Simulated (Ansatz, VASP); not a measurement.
Mo: VASP beside Ansatz

```
Mo
1.0
     0.00000    2.93450    2.93450
     2.93450    0.00000    2.93450
     2.93450    2.93450    0.00000
Mo
2
Direct
  0.12500 0.12500 0.12500
  0.87500 0.87500 0.87500
```

Alike in both runs: task single point; functional r2SCAN; k mesh 11 × 11 × 11; occupations fermi-dirac, width 0.1 eV; no spin polarisation.

|  | VASP | Ansatz |
| --- | --- | --- |
| version | VASP 6.6.1 | Ansatz 0.2.0 |
| potentials or method | VASP PAW PBE potentials, release 64 (Mo_sv), cutoff 520 eV | plane waves (500 eV) with PAW, scalar-relativistic |
| valence electrons in the cell | 28 | 28 |

|  | VASP | Ansatz | Ansatz less VASP |
| --- | --- | --- | --- |
| pressure (GPa) | -9.5 | -9.9 | -0.44 |

VASP's potentials were made for PBE, not for r2SCAN.
